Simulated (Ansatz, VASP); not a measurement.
# MoS2: VASP beside Ansatz

File INCAR:

```
SYSTEM = MoS2
  PREC = Accurate
  ENCUT = 520
  EDIFF = 1E-8
  ISMEAR = -1
  SIGMA = 0.05
  LREAL = .False.
  LASPH = .True.
  NELM = 100
  ALGO = Normal
  ISIF = 2
  LWAVE = .False.
  LCHARG = .False.
  LEFG = .True.
  NBANDS = 20
```

Contents of KPOINTS:

```
regular mesh
0
Gamma
  15 15 15
  0 0 0
```

POSCAR

```
MoS2
1.0
    1.5708859406      0.9069514207      6.0822325872
   -1.5708859406      0.9069514207      6.0822325872
    0.0000000000     -1.8139028413      6.0822325872
Mo S
1 2
Direct
    0.0000000000      0.0000000000      0.0000000000
    0.7484000000      0.7484000000      0.7484000000
    0.5849000000      0.5849000000      0.5849000000
```

Input for Ansatz:

```yaml
crystal:
  lattice:
    - [1.5708859406, 0.9069514207, 6.0822325872]
    - [-1.5708859406, 0.9069514207, 6.0822325872]
    - [0.0, -1.8139028413, 6.0822325872]
  atoms:
    - { symbol: Mo, position: [0.0, 0.0, 0.0] }
    - { symbol: S, position: [0.7484, 0.7484, 0.7484] }
    - { symbol: S, position: [0.5849, 0.5849, 0.5849] }
kpoints:
  mp_grid: { grid: [15, 15, 15] }
scf:
  occupations: { method: fermi_dirac, width: 0.05 }
hamiltonian:
  xc: lda
  pseudopotentials: { kind: all_electron, datasets: crystal }
output:
  forces: true
  stress: true
  eigenvalues: true
  efg: { contact_densities: true }
```

Change from the starting cell: volume scaled by 0.98, crystal datasets.

Alike in both runs: task electric field gradients; functional LDA; k mesh 15 × 15 × 15; occupations fermi-dirac, width 0.05 eV; no spin polarisation.

|  | VASP | Ansatz |
| --- | --- | --- |
| version | VASP 6.6.1 | Ansatz 0.2.0 |
| potentials or method | VASP PAW LDA potentials, release 64 (Mo_sv, S), cutoff 520 eV | all-electron PAW with datasets made for the crystal, scalar-relativistic |

Ansatz gave:

- pressure (GPa): 4.9
- traceless stress, the component that is largest in VASP (GPa): 5.14
- rms of the force components (eV/Å): 0.572
- size of Vzz on the site where it differs most (V/Å²): 95.5

Problem. Estimate VASP's values.

Solution. Pressure (GPa): 5.0; traceless stress, the component that is largest in VASP (GPa): 5.09; rms of the force components (eV/Å): 0.575; size of Vzz on the site where it differs most (V/Å²): 98.9.

LDA's correlation is that of Perdew and Zunger in VASP and of Perdew and Wang (1992) in Ansatz. Atom by atom the forces differ by 0.003 eV/Å (rms over components). Ansatz ran all-electron here, and VASP with PAW potentials.
